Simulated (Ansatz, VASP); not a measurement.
# Zn15SnO16 in VASP and in Ansatz

The input INCAR:

```
  ALGO = Normal
  EDIFF = 1E-8
  ENCUT = 520
  GGA = PE
  ISIF = 2
  ISMEAR = -1
  LASPH = T
  LCHARG = F
  LEFG = T
  LREAL = Auto
  LWAVE = F
  NBANDS = 167
  NELM = 100
  PREC = Accurate
  SIGMA = 0.01
```

The input KPOINTS:

```
k-points
0
Gamma
  3 3 2
```

Contents of POSCAR:

```
Zn15SnO16
1.0
    6.4986160000      0.0000000000      0.0000000000
   -3.2493080000      5.6279665454      0.0000000000
    0.0000000000      0.0000000000     10.4114180000
Sn Zn O
1 15 16
Direct
    0.1666666666      0.3333333334      0.2500000000
    0.1666666666      0.3333333334      0.7500000000
    0.1666666666      0.8333333334      0.2500000000
    0.1666666666      0.8333333334      0.7500000000
    0.6666666666      0.3333333334      0.2500000000
    0.6666666666      0.3333333334      0.7500000000
    0.6666666666      0.8333333334      0.2500000000
    0.6666666666      0.8333333334      0.7500000000
    0.3333333334      0.1666666666      0.0000000000
    0.3333333334      0.1666666666      0.5000000000
    0.3333333334      0.6666666666      0.0000000000
    0.3333333334      0.6666666666      0.5000000000
    0.8333333334      0.1666666666      0.0000000000
    0.8333333334      0.1666666666      0.5000000000
    0.8333333334      0.6666666666      0.0000000000
    0.8333333334      0.6666666666      0.5000000000
    0.3333333334      0.1666666666      0.1895050000
    0.3333333334      0.1666666666      0.6895050000
    0.3333333334      0.6666666666      0.1895050000
    0.3333333334      0.6666666666      0.6895050000
    0.8333333334      0.1666666666      0.1895050000
    0.8333333334      0.1666666666      0.6895050000
    0.8333333334      0.6666666666      0.1895050000
    0.8333333334      0.6666666666      0.6895050000
    0.1666666666      0.3333333334      0.4395050000
    0.1666666666      0.3333333334      0.9395050000
    0.1666666666      0.8333333334      0.4395050000
    0.1666666666      0.8333333334      0.9395050000
    0.6666666666      0.3333333334      0.4395050000
    0.6666666666      0.3333333334      0.9395050000
    0.6666666666      0.8333333334      0.4395050000
    0.6666666666      0.8333333334      0.9395050000
```

Input for Ansatz:

```yaml
crystal:
  lattice:
    - [6.498616, 0.0, 0.0]
    - [-3.249308, 5.6279665454, 0.0]
    - [0.0, 0.0, 10.411418]
  atoms:
    - { symbol: Sn, position: [0.1666666666, 0.3333333334, 0.25] }
    - { symbol: Zn, position: [0.1666666666, 0.3333333334, 0.75] }
    - { symbol: Zn, position: [0.1666666666, 0.8333333334, 0.25] }
    - { symbol: Zn, position: [0.1666666666, 0.8333333334, 0.75] }
    - { symbol: Zn, position: [0.6666666666, 0.3333333334, 0.25] }
    - { symbol: Zn, position: [0.6666666666, 0.3333333334, 0.75] }
    - { symbol: Zn, position: [0.6666666666, 0.8333333334, 0.25] }
    - { symbol: Zn, position: [0.6666666666, 0.8333333334, 0.75] }
    - { symbol: Zn, position: [0.3333333334, 0.1666666666, 0.0] }
    - { symbol: Zn, position: [0.3333333334, 0.1666666666, 0.5] }
    - { symbol: Zn, position: [0.3333333334, 0.6666666666, 0.0] }
    - { symbol: Zn, position: [0.3333333334, 0.6666666666, 0.5] }
    - { symbol: Zn, position: [0.8333333334, 0.1666666666, 0.0] }
    - { symbol: Zn, position: [0.8333333334, 0.1666666666, 0.5] }
    - { symbol: Zn, position: [0.8333333334, 0.6666666666, 0.0] }
    - { symbol: Zn, position: [0.8333333334, 0.6666666666, 0.5] }
    - { symbol: O, position: [0.3333333334, 0.1666666666, 0.189505] }
    - { symbol: O, position: [0.3333333334, 0.1666666666, 0.689505] }
    - { symbol: O, position: [0.3333333334, 0.6666666666, 0.189505] }
    - { symbol: O, position: [0.3333333334, 0.6666666666, 0.689505] }
    - { symbol: O, position: [0.8333333334, 0.1666666666, 0.189505] }
    - { symbol: O, position: [0.8333333334, 0.1666666666, 0.689505] }
    - { symbol: O, position: [0.8333333334, 0.6666666666, 0.189505] }
    - { symbol: O, position: [0.8333333334, 0.6666666666, 0.689505] }
    - { symbol: O, position: [0.1666666666, 0.3333333334, 0.439505] }
    - { symbol: O, position: [0.1666666666, 0.3333333334, 0.939505] }
    - { symbol: O, position: [0.1666666666, 0.8333333334, 0.439505] }
    - { symbol: O, position: [0.1666666666, 0.8333333334, 0.939505] }
    - { symbol: O, position: [0.6666666666, 0.3333333334, 0.439505] }
    - { symbol: O, position: [0.6666666666, 0.3333333334, 0.939505] }
    - { symbol: O, position: [0.6666666666, 0.8333333334, 0.439505] }
    - { symbol: O, position: [0.6666666666, 0.8333333334, 0.939505] }
kpoints:
  mp_grid: { grid: [3, 3, 2] }
scf:
  occupations: { method: fermi_dirac, width: 0.01 }
hamiltonian:
  xc: pbe
  pseudopotentials: { kind: paw }
output:
  forces: true
  stress: true
  populations: true
  efg:
    quadrupole_moments_barn: { Sn: -0.132, Zn: 0.122, O: -0.02558 }
    contact_densities: true
```

Alike in both runs: task electric field gradients; functional PBE; k mesh 3 × 3 × 2; occupations fermi-dirac, width 0.01 eV; no spin polarisation.

|  | VASP | Ansatz |
| --- | --- | --- |
| version | VASP 6.6.1 | Ansatz 0.2.0 |
| potentials or method | VASP PAW PBE potentials, release 64 (Sn_d, Zn, O) | plane-wave PAW, scalar-relativistic |
| plane-wave cutoff (eV) | 520 | 420 |
| valence electrons in the cell | 290 | 290 |

Ansatz gave:

- pressure (GPa): 10.4
- traceless stress, the component that is largest in VASP (GPa): 1.28
- rms of the force components (eV/Å): 0.403
- size of Vzz on the site where it differs most (V/Å²): 14.7

Problem. Estimate VASP's values.

Solution. Pressure (GPa): 11.5; traceless stress, the component that is largest in VASP (GPa): 1.34; rms of the force components (eV/Å): 0.405; size of Vzz on the site where it differs most (V/Å²): 11.6.

Atom by atom the forces differ by 0.004 eV/Å (rms over components).

The k mesh is coarse, so the values compare programs but aren't converged.
